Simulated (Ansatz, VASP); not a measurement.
Ca3As in VASP and in Ansatz

```
Ca As
1.0
     6.48693    0.00000    0.00000
    -3.24347    5.61785    0.00000
     0.00000    0.00000    3.26430
Ca As
3 1
Cartesian
  3.2435 0.0000 0.0000
  -1.6217 2.8089 0.0000
  1.6217 2.8089 0.0000
  0.0000 0.0000 1.6322
```

Alike in both runs: functional PBE; k mesh 12 × 12 × 14; occupations gaussian, width 0.1 eV; no spin polarisation.

Ansatz relaxed the structure, and its values are those at the end. VASP's run is a single point on that final structure, the one shown.

|  | VASP | Ansatz |
| --- | --- | --- |
| version | VASP 6.6.1 | Ansatz 0.2.0 |
| potentials or method | VASP PAW PBE potentials, release 64 (Ca_sv, As), cutoff 520 eV | scalar-relativistic, plane waves, PAW |
| valence electrons in the cell | 35 | 45 |

```csv
,VASP,Ansatz,Ansatz less VASP
gap on the k mesh at the Fermi level (eV),none,none,-
pressure (GPa),0.0,0.0,-0.05
```

A gap of «none» marks a metal or a gap that the smearing closes. VASP's potentials hold 35 valence electrons a cell and Ansatz's 45, so a difference there can come from the potentials and not from the codes.
